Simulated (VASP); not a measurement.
Crystal: Mg2C.

```
Mg C
1.0
    -2.09767    2.09767    2.73981
     2.09767   -2.09767    2.73981
     2.09767    2.09767   -2.73981
Mg C
2 1
Cartesian
  0.0000 2.0977 0.0000
  2.0977 0.0000 0.0000
  0.0000 0.0000 2.7398
```

The cell was built from a structure type or drawn by symmetry, and may not be a known phase.

```yaml
Program: VASP 6.6.1
Task: relaxation of cell and atoms
Functional: PBE
Potentials_or_basis: VASP PAW PBE potentials, release 64 (Mg, C)
Cutoff: 600 eV
k_mesh: 6 × 6 × 6
Occupations: gaussian, width 0.1 eV
Spin: no spin polarisation
```

At the start: pressure 4.8 GPa; volume 16.07 Å³/atom.

How do energy, volume and symmetry change on relaxing?

Over 6 steps the energy falls by 48.8 meV/atom and the volume is 18.22 Å³/atom (+13.3 %); space group I4/mmm (No. 139, to 0.1 Å) before and after.

Step by step:
```
step  energy change (eV)  largest force (eV/Å)  pressure (GPa)  volume (Å³)
   1              0.0000                0.0000            4.82        48.22
   2             -0.0959                0.0000            0.87        51.66
   3             -0.1082                0.0000           -2.95        56.38
   4             -0.1166                0.0000           -1.71        54.66
   5             -0.1462                0.0000            0.42        54.64
   6             -0.1464                0.0000            0.27        54.65
```

Final structure:
```cif
data_structure
_symmetry_space_group_name_H-M 'P 1'
_symmetry_Int_Tables_number 1
_cell_length_a 4.2748
_cell_length_b 4.2748
_cell_length_c 4.2748
_cell_angle_alpha 120.691
_cell_angle_beta 120.691
_cell_angle_gamma 88.807
_cell_volume 54.65
loop_
_atom_site_label
_atom_site_type_symbol
_atom_site_fract_x
_atom_site_fract_y
_atom_site_fract_z
_atom_site_occupancy
Mg1 Mg 0.50000 0.00000 0.50000 1
Mg2 Mg 0.00000 0.50000 0.50000 1
C1 C 0.50000 0.50000 0.00000 1
```
